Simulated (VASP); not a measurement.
Set up this calculation in VASP 6.6.1, as the native input.

| Item | Value |
| --- | --- |
| Task | single point |
| Functional | PBEsol |
| Potentials or basis | VASP PAW PBE potentials, release 64 (Pb_d, Te) |
| Cutoff | 520 eV |
| k mesh | 8 × 8 × 8 |
| Occupations | gaussian, width 0.05 eV |
| Spin | no spin polarisation |
| Dipole correction | no |
| Further INCAR settings | ALGO = Normal; EDIFF = 1e-06; NBANDS = 17 |

The structure of TePb lies in POSCAR:

```
TePb
1.0
    4.0053937448      0.0000000000      0.0000000000
    0.0000000000      4.0053937448      0.0000000000
    0.0000000000      0.0000000000      4.0053937448
Pb Te
1 1
Direct
    0.0000000000      0.0000000000      0.0000000000
    0.5000000000      0.5000000000      0.5000000000
```

The input as run:

INCAR

```
SYSTEM = TePb
ALGO = Normal
EDIFF = 1E-6
ENCUT = 520
GGA = PS
ISIF = 2
ISMEAR = 0
LASPH = .True.
LCHARG = .True.
LELF = .True.
LREAL = .False.
LVHAR = .True.
LWAVE = .False.
NBANDS = 17
NELM = 100
PREC = Accurate
SIGMA = 0.05
```

KPOINTS

```
k-points
0
Gamma
  8 8 8
  0 0 0
```

Potentials or basis: VASP PAW PBE potentials, release 64 (Pb_d, Te).

Run with:

```sh
$ cat potpaw_PBE.64/Pb_d/POTCAR potpaw_PBE.64/Te/POTCAR > POTCAR
$ mpirun -np 1 vasp_std > vasp.out
```

Results of the run:

The pressure is -2.8 GPa and the band gap on the k mesh is zero (band 10 reaches 6.44 eV, above the bottom of band 11 at 5.12 eV).

Caveat: the PAW data sets were made with another functional, which shifts forces and pressure a little; spin-orbit coupling is left out, which moves the levels of the heavy elements.

It took 45 s on 1 thread of AMD EPYC 7R13, with other jobs on the host, peak memory 0.16 GiB.
